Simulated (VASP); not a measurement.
# Hf (P6_3/mmc) in VASP: single point with HSE06

Aim: the single point of Hf with HSE06.

Everything below comes from runs of VASP 6.6.1. Logs are shortened: lines on timing, memory, paths and dates and some standing lists are left out, and cuts for length are marked.

**1. The cell of the first run**

It takes space group P6_3/mmc (No. 194, hexagonal). The conventional cell has a = 3.212 Å, b = 3.212 Å, c = 5.059 Å, α = 90.00°, β = 90.00°, γ = 120.00°. Hf (site symmetry -6m2) has 12 Hf at 3.14 to 3.21 Å within 4.1 Å.

**2. Single point, HSE06**

The input, POSCAR:

```
Hf
1.0
    3.2118839171      0.0000000000      0.0000000000
   -1.6059419585      2.7815730662      0.0000000000
    0.0000000000      0.0000000000      5.0591607666
Hf
2
Direct
    0.3333333333      0.6666666667      0.7500000000
    0.6666666667      0.3333333333      0.2500000000
```

The input, INCAR.step1:

```
PREC = Accurate ; ENCUT = 520
EDIFF = 1E-5 ; ISMEAR = 0
SIGMA = 0.05 ; LREAL = F
LASPH = T ; NELM = 80
ALGO = Normal ; ISIF = 2
LWAVE = T ; LCHARG = F
NBANDS = 17 ; GGA = PE
KPAR = 2
```

The input, INCAR.step2:

```
PREC = Accurate ; ENCUT = 520
EDIFF = 1E-7 ; ISMEAR = 0
SIGMA = 0.05 ; LREAL = F
LASPH = T ; NELM = 80
ALGO = Normal ; ISIF = 2
LWAVE = F ; LCHARG = F
GGA = PE ; LHFCALC = T
HFSCREEN = 0.2079 ; PRECFOCK = Normal
NBANDS = 17 ; ISTART = 1
KPAR = 2
```

The input, KPOINTS:

```
Automatic mesh
0
Gamma
  8 8 4
```

Potentials or basis: VASP PAW PBE potentials, release 64 (Hf_pv).

Started as:

```sh
> cat potpaw_PBE.64/Hf_pv/POTCAR > POTCAR
> cp INCAR.step1 INCAR
> mpirun -np 2 vasp_std > vasp.out
> cp INCAR.step2 INCAR
> mpirun -np 2 vasp_std > vasp.out
```

OUTCAR:

```text
PREC = Accurate
   ENCUT = 520
   EDIFF = 1E-7
   ISMEAR = 0
   LREAL = F
   LASPH = T
   NELM = 80
   ISIF = 2
   GGA = PE
   LHFCALC = T
   HFSCREEN = 0.2079
   PRECFOCK = Normal
   ISTART = 1

 ion  position               nearest neighbor table
   1  0.333  0.667  0.750-   2 3.14   2 3.14   2 3.14   2 3.14   2 3.14   2 3.14
   2  0.667  0.333  0.250-   1 3.14   1 3.14   1 3.14   1 3.14   1 3.14   1 3.14

  LATTYP: Found a hexagonal cell.
 ALAT       =     3.2118839171
 C/A-ratio  =     1.5751381112

  Lattice vectors:

 A1 = (   3.2118839171,   0.0000000000,   0.0000000000)
 A2 = (  -1.6059419585,   2.7815730662,   0.0000000000)
 A3 = (   0.0000000000,   0.0000000000,   5.0591607666)

Analysis of symmetry for initial positions (statically):
=====================================================================
 Subroutine PRICEL returns:
 Original cell was already a primitive cell.

 Routine SETGRP: Setting up the symmetry group for a
 hexagonal supercell.

 Subroutine GETGRP returns: Found 24 space group operations
 (whereof 12 operations were pure point group operations)
 out of a pool of 24 trial point group operations.

The static configuration has the point symmetry D_3d.
 The point group associated with its full space group is D_6h.

Analysis of symmetry for dynamics (positions and initial velocities):
=====================================================================
 Subroutine PRICEL returns:
 Original cell was already a primitive cell.

 Routine SETGRP: Setting up the symmetry group for a
 hexagonal supercell.

 Subroutine GETGRP returns: Found 24 space group operations
 (whereof 12 operations were pure point group operations)
 out of a pool of 24 trial point group operations.

The dynamic configuration has the point symmetry D_3d.
 The point group associated with its full space group is D_6h.

 Subroutine INISYM returns: Found 24 space group operations
 (whereof 12 operations are pure point group operations),
 and found     1 'primitive' translations

----------------------------------------------------------------------------------------

                                     Primitive cell

  volume of cell :      45.1990

  direct lattice vectors                    reciprocal lattice vectors
     3.211883917  0.000000000  0.000000000     0.311343755  0.179754401  0.000000000
    -1.605941959  2.781573066  0.000000000     0.000000000  0.359508802  0.000000000
     0.000000000  0.000000000  5.059160767     0.000000000  0.000000000  0.197661242

  length of vectors
     3.211883917  3.211883917  5.059160767     0.359508802  0.359508802  0.197661242

  position of ions in fractional coordinates (direct lattice)
     0.333333333  0.666666667  0.750000000
     0.666666667  0.333333333  0.250000000

  ion indices of the primitive-cell ions
   primitive index   ion index
                 1           1
                 2           2

----------------------------------------------------------------------------------------

 KPOINTS: Automatic mesh

Automatic generation of k-mesh.
 Grid dimensions read from file:
 generate k-points for:    8    8    4

 Generating k-lattice:

  Cartesian coordinates                     Fractional coordinates (reciprocal lattice)
     0.038917969  0.022469300  0.000000000     0.125000000  0.000000000  0.000000000
     0.000000000  0.044938600  0.000000000     0.000000000  0.125000000  0.000000000
     0.000000000  0.000000000  0.049415310     0.000000000  0.000000000  0.250000000

  Length of vectors
     0.044938600  0.044938600  0.049415310

  Shift w.r.t. Gamma in fractional coordinates (k-lattice)
     0.000000000  0.000000000  0.000000000

 Subroutine IBZKPT returns following result:
 ===========================================

 Found     30 irreducible k-points:

 Following reciprocal coordinates:
            Coordinates               Weight
  0.000000  0.000000  0.000000      1.000000
  0.125000  0.000000  0.000000      6.000000
  0.250000  0.000000  0.000000      6.000000
  0.375000  0.000000  0.000000      6.000000
  0.500000  0.000000  0.000000      3.000000
  0.125000  0.125000  0.000000      6.000000
[... 16 lines left out ...]
  0.250000  0.000000  0.500000      6.000000
  0.375000  0.000000  0.500000      6.000000
 [... further k-points ...]
   k-points           NKPTS =     30   k-points in BZ     NKDIM =    256   number of bands    NBANDS=     17
   number of dos      NEDOS =    301   number of ions     NIONS =      2
   total plane-waves  NPLWV =  23040
   dimension x,y,z NGX =    24 NGY =   24 NGZ =   40
   dimension x,y,z NGXF=    48 NGYF=   48 NGZF=   80
   ions per type =               2
   NGX,Y,Z   is equivalent  to a cutoff of  12.42, 12.42, 13.14 a.u.
   NGXF,Y,Z  is equivalent  to a cutoff of  24.84, 24.84, 26.29 a.u.
 SYSTEM =  unknown system
   PREC   = accura    normal or accurate (medium, high low for compatibility)
   ISTART =      1    job   : 0-new  1-cont  2-samecut
   ICHARG =      0    charge: 1-file 2-atom 10-const
   ISPIN  =      1    spin polarized calculation?
   LNONCOLLINEAR =      F non collinear calculations
   LSORBIT =      F    spin-orbit coupling
   LASPH  =      T    aspherical Exc in radial PAW
   ENCUT  =  520.0 eV  38.22 Ry    6.18 a.u.   5.97  5.97  9.41*2*pi/ulx,y,z
   NELM   =     80;   NELMIN=  2; NELMDL=  0     # of ELM steps
   EDIFF  = 0.1E-06   stopping-criterion for ELM
   LREAL  =      F    real-space projection
   EDIFFG = 0.1E-05   stopping-criterion for IOM
   NSW    =      0    number of steps for IOM
   IBRION =     -1    ionic relax: 0-MD 1-quasi-New 2-CG
   NFREE  =      0    steps in history (QN), initial steepest desc. (CG)
   ISIF   =      2    stress and relaxation
   ISYM   =      3    0-nonsym 1-usesym 2-fastsym
   POTIM  = 0.5000    time-step for ionic-motion
   TEBEG  =    0.0;   TEEND  =   0.0 temperature during run
   PSTRESS=    0.0 pullay stress
   NELECT =      20.0000    total number of electrons
   NUPDOWN=      -1.0000    fix difference up-down
   EMIN   =  10.00;   EMAX   =-10.00  energy-range for DOS
   EFERMI =   0.00;   METHOD = LEGACY
   ISMEAR =     0;   SIGMA  =   0.05  broadening in eV -4-tet -1-fermi 0-gaus
   EFERMI_NEDOS =   21; number of points for ismear=-14 and -15
   IALGO  =     38    algorithm
   IMIX   =      1    mixing-type and parameters
     AMIX     =   0.40;   BMIX     =  1.00
     AMIX_MAG =   1.60;   BMIX_MAG =  1.00
  volume/ion in A,a.u.               =      22.60       152.51
  Fermi-wavevector in a.u.,A,eV,Ry     =   1.247504  2.357440 21.174283  1.556266
  Thomas-Fermi vector in A             =   2.381633
   LORBIT       =      0    0 simple, 1 ext, 2 COOP (PROOUT), +10 PAW based schemes
   GGA     = PE    functional components
   LHFCALC =     T    Hartree Fock is set to
   PRECFOCK=normal    Normal, Fast or Accurate (Low or Medium for compatibility)
   ENCUT4O =  -1.0   cutoff for four orbital integrals eV
   NKREDX  =     1    reduce k-point grid by
   NKREDY  =     1    reduce k-point grid by
   NKREDZ  =     1    reduce k-point grid by
   AEXX    =    0.2500 exact exchange contribution
   HFSCREEN=    0.2079 screening length (either q_TF or 0.3 A-1)
   HFSCREENC=   0.2079 screening length for correlation (either q_TF or 0.3 A-1)
   ENCUTFOCK=  -1.0 apply spherical cutoff to Coloumb kernel
   IVDW    =     0    specifies the selected vdW correction
   LEPSILON=     F    determine dielectric tensor
   LRPA    =     F    only Hartree local field effects (RPA)
 non-spin polarized calculation
 Gauss-broadening in eV      SIGMA  =   0.05
  energy-cutoff  :      520.00
  volume of cell :       45.20
 maximum number of plane-waves:      1233
 NGX is ok and might be reduce to    24
  NGX = 18; NGY = 18; NGZ = 30

 number of electron      20.0000005 magnetization

 Free energy of the ion-electron system (eV)
  ---------------------------------------------------
  ext. energy  EPLUGINS =         0.00000000
  ---------------------------------------------------
  free energy    TOTEN  =       -22.56057119 eV

  energy without entropy =      -22.56057117  energy(sigma->0) =      -22.56057118

 E-fermi :   4.8512     XC(G=0):  -9.2474

 val. band max:        4.6797589899   @ k =   0.2500   0.2500   0.5000
 cond. band min:       5.0230600123   @ k =   0.3750   0.2500   0.2500
 fundamental gap:      0.3433010224
 Fermi energy:         4.8511575127

 k-point     1 :       0.0000    0.0000    0.0000
  band No.  band energies     occupation
      1     -28.7300      2.00000
      2     -27.9169      2.00000
      3     -27.9169      2.00000
      4     -27.7838      2.00000
      5     -27.7838      2.00000
      6     -27.7836      2.00000
[... 9 lines left out ...]
     16       8.0701      0.00000
     17      10.8225      0.00000

 k-point     2 :       0.1250    0.0000    0.0000
  band No.  band energies     occupation
      1     -28.6843      2.00000
      2     -28.0060      2.00000
      3     -27.9449      2.00000
      4     -27.8784      2.00000
      5     -27.8031      2.00000
      6     -27.7946      2.00000
[... 9 lines left out ...]
     16       7.7764      0.00000
     17      11.1832      0.00000

 k-point     3 :       0.2500    0.0000    0.0000
  band No.  band energies     occupation
      1     -28.5622      2.00000
      2     -28.2254      2.00000
      3     -28.0915      2.00000
      4     -28.0087      2.00000
      5     -27.8618      2.00000
      6     -27.8240      2.00000
[... 9 lines left out ...]
     16       8.9899      0.00000
     17      11.7159      0.00000

 k-point     4 :       0.3750    0.0000    0.0000
  band No.  band energies     occupation
      1     -28.4484      2.00000
      2     -28.4069      2.00000
      3     -28.2866      2.00000
      4     -28.0691      2.00000
      5     -27.9534      2.00000
      6     -27.8560      2.00000
[... 9 lines left out ...]
     16      10.6418      0.00000
     17      12.0167      0.00000
[... 343 lines left out ...]
      1     -28.2951      2.00000
      2     -28.2951      2.00000
      3     -27.9047      2.00000
      4     -27.9047      2.00000
      5     -27.8701      2.00000
      6     -27.8701      2.00000
[... 9 lines left out ...]
     16      10.2398      0.00000
     17      10.3529      0.00000

 k-point    23 :       0.2500    0.0000    0.5000
  band No.  band energies     occupation
      1     -28.3937      2.00000
      2     -28.3937      2.00000
      3     -27.9819      2.00000
      4     -27.9819      2.00000
      5     -27.9172      2.00000
      6     -27.9172      2.00000
[... 9 lines left out ...]
     16      10.2327      0.00000
     17      10.4947      0.00000

 k-point    24 :       0.3750    0.0000    0.5000
  band No.  band energies     occupation
      1     -28.5444      2.00000
      2     -28.5444      2.00000
      3     -28.0003      2.00000
      4     -28.0003      2.00000
      5     -27.9639      2.00000
      6     -27.9639      2.00000
[... 9 lines left out ...]
     16      10.8886      0.00000
     17      10.9749      0.00000

 [... further k-points ...]

------------------------ aborting loop because EDIFF is reached ----------------------------------------

  FORCE on cell =-STRESS in cart. coord.  units (eV):
  Direction    XX          YY          ZZ          XY          YZ          ZX
  --------------------------------------------------------------------------------------
  -------------------------------------------------------------------------------------
  Total       -0.4848454     -0.4848454     -0.5117388     -0.0000000     -0.0000000      0.0000000
  in kB      -17.1864047    -17.1864047    -18.1397006     -0.0000000     -0.0000000      0.0000000
  external PRESSURE =     -17.5041700 kB  Pullay stress =       0.0000000 kB

 VOLUME and BASIS-vectors are now :
 -----------------------------------------------------------------------------
  energy-cutoff  :      520.00
  volume of cell :       45.20
      direct lattice vectors                 reciprocal lattice vectors
     3.211883917  0.000000000  0.000000000     0.311343755  0.179754401  0.000000000
    -1.605941959  2.781573066  0.000000000     0.000000000  0.359508802  0.000000000
     0.000000000  0.000000000  5.059160767     0.000000000  0.000000000  0.197661242

 POSITION                                       TOTAL-FORCE (eV/Angst)
 -----------------------------------------------------------------------------------
     -0.00000      1.85438      3.79437        -0.000000      0.000000      0.000000
      1.60594      0.92719      1.26479         0.000000     -0.000000     -0.000000
 -----------------------------------------------------------------------------------
    total drift:                                0.000000     -0.000000     -0.000000

  FREE ENERGIE OF THE ION-ELECTRON SYSTEM (eV)
  ---------------------------------------------------
  free  energy   TOTEN  =       -22.5605711920 eV

  energy  without entropy=      -22.5605711661  energy(sigma->0) =      -22.56057118
```

Wall time 59 min (2 MPI ranks of Intel Xeon Platinum 8488C (Sapphire Rapids), shared host); peak memory 0.28 GiB.

What came out:

* Free energy: -22.5606 eV
* Pressure: -1.8 GPa
* Band gap on the k mesh: zero (bands 10 and 11 overlap by 2.17 eV)

Stress tensor (GPa, compression positive):
```
-1.72  0.00  0.00
 0.00 -1.72  0.00
 0.00  0.00 -1.81
```

Levels at points of the mesh, in eV from the Fermi level:
| k point | band 7 | band 8 | band 9 | band 10 | band 11 | band 12 | band 13 | band 14 |
| --- | --- | --- | --- | --- | --- | --- | --- | --- |
| (0.00, 0.00, 0.00) | -8.51 | -4.27 | 0.24 | 1.53 | 1.53 | 1.95 | 2.49 | 2.49 |
| (0.50, 0.00, 0.00) | -3.96 | -3.21 | -2.58 | -1.37 | 1.14 | 1.22 | 2.11 | 6.52 |
| (0.00, 0.00, 0.50) | -6.28 | -6.28 | 0.19 | 0.19 | 1.44 | 1.44 | 1.44 | 1.44 |
| (0.50, 0.00, 0.50) | -3.89 | -3.89 | -1.21 | -1.21 | 1.12 | 1.12 | 3.15 | 3.15 |

Caveat: the PAW data sets were made with another functional, which shifts forces and pressure a little; spin-orbit coupling is left out, which moves the levels of the heavy elements.

The gap in the log of VASP goes by the Fermi energy; the results here count the filled bands.